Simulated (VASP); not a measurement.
Runs of VASP 6.6.1 on ZnCu. The structure is that of space group P4/mmm (No. 123), or close to it. The cells are those of the table. 

```tsv
cell	further INCAR settings	gap on the mesh (eV)	pressure (GPa)
a = 3.306, b = 3.306, c = 2.337 Å, 2 atoms	ALGO = Fast; EDIFF = 1e-07; NBANDS = 18	none	11.1
a = 3.109, b = 3.109, c = 2.643 Å, 2 atoms	ALGO = Fast; EDIFF = 1e-07; NBANDS = 18	none	(b)
a = 3.199, b = 3.199, c = 2.495 Å, 2 atoms	ALGO = Fast; EDIFF = 1e-07; NBANDS = 18	none	5.8
a = 2.624, b = 2.624, c = 3.710 Å, 2 atoms	ALGO = Fast; EDIFF = 1e-07; NBANDS = 18	none	2.8
a = 2.771, b = 2.771, c = 3.326 Å, 2 atoms	ALGO = Fast; EDIFF = 1e-06; NBANDS = 18	none	(a)
```

Alike in all rows: task single point; level PBE; potentials or basis VASP PAW PBE potentials, release 64 (Zn, Cu); no spin polarisation; k mesh 18 × 18 × 18; cutoff (eV) 520; smearing gaussian 0.15 eV.

Q: Estimate the missing entries.

A: (a) 3.4; (b) 3.8.

Caveats: the stress differs along the axes, from -1 to 36 GPa (at least some runs); the stress differs along the axes, from 1 to 8 GPa (at least some runs); the stress differs along the axes, from -1 to 19 GPa (at least some runs); the cell stands under pressure (at least some runs).

A gap of «none» marks levels without a gap at the run's occupations.
